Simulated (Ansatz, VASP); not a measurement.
# Two plane-wave programs on Ga2O3

File INCAR:

```
SYSTEM = Ga2O3
ALGO = Normal ; EDIFF = 1E-7
ENCUT = 520 ; GGA = PE
ISIF = 2 ; ISMEAR = 0
LASPH = .True. ; LCHARG = .False.
LREAL = .False. ; LWAVE = .False.
NBANDS = 55 ; NELM = 80
PREC = Accurate ; SIGMA = 0.1
```

File KPOINTS:

```
k-points
0
Gamma
  6 6 4
  0 0 0
```

The input POSCAR:

```
Ga2O3
1.0
    6.1402367100     -1.5237836800      0.0000000000
    6.1402367100      1.5237836800      0.0000000000
   -1.3841308900      0.0000000000      5.6503488600
Ga O
4 6
Direct
    0.3411617000      0.3411617000      0.6852696600
    0.6588383000      0.6588383000      0.3147303400
    0.9095256000      0.9095256000      0.2052140000
    0.0904744000      0.0904744000      0.7947860000
    0.5035308700      0.5035308700      0.7433359100
    0.4964691300      0.4964691300      0.2566640900
    0.8266289400      0.8266289400      0.4367698400
    0.1733710600      0.1733710600      0.5632301600
    0.1645049800      0.1645049800      0.1091540800
    0.8354950200      0.8354950200      0.8908459200
```

Input for Ansatz:

```yaml
crystal:
  lattice:
    - [6.14023671, -1.52378368, 0.0]
    - [6.14023671, 1.52378368, 0.0]
    - [-1.38413089, 0.0, 5.65034886]
  atoms:
    - { symbol: Ga, position: [0.3411617, 0.3411617, 0.68526966] }
    - { symbol: Ga, position: [0.6588383, 0.6588383, 0.31473034] }
    - { symbol: Ga, position: [0.9095256, 0.9095256, 0.205214] }
    - { symbol: Ga, position: [0.0904744, 0.0904744, 0.794786] }
    - { symbol: O, position: [0.50353087, 0.50353087, 0.74333591] }
    - { symbol: O, position: [0.49646913, 0.49646913, 0.25666409] }
    - { symbol: O, position: [0.82662894, 0.82662894, 0.43676984] }
    - { symbol: O, position: [0.17337106, 0.17337106, 0.56323016] }
    - { symbol: O, position: [0.16450498, 0.16450498, 0.10915408] }
    - { symbol: O, position: [0.83549502, 0.83549502, 0.89084592] }
basis:
  ecutwfc: 420
kpoints:
  mp_grid: { grid: [6, 6, 4] }
hamiltonian:
  xc: pbe
scf:
  occupations: { method: gaussian, width: 0.1 }
output:
  forces: true
  stress: true
  eigenvalues: true
```

Alike in both runs: task single point; functional PBE; k mesh 6 × 6 × 4; occupations gaussian, width 0.1 eV; no spin polarisation.

```csv
,VASP,Ansatz
version,VASP 6.6.1,Ansatz 0.2.0
potentials or method,"VASP PAW PBE potentials, release 64 (Ga_d, O), cutoff 520 eV","scalar-relativistic, plane waves, PAW"
valence electrons in the cell,88,88
```

|  | VASP | Ansatz | Ansatz less VASP |
| --- | --- | --- | --- |
| gap on the k mesh at the Fermi level (eV) | 2.30 | 2.31 | +0.015 |
| least direct gap on the mesh (eV) | 2.31 | 2.33 | +0.013 |
| pressure (GPa) | 7.4 | 6.7 | -0.64 |
| traceless stress, the component that is largest in VASP (GPa) | 0.36 | 0.25 | -0.103 |
| rms of the force components (eV/Å) | 0.049 | 0.043 | -0.0062 |

Atom by atom the forces differ by 0.009 eV/Å (rms over components).
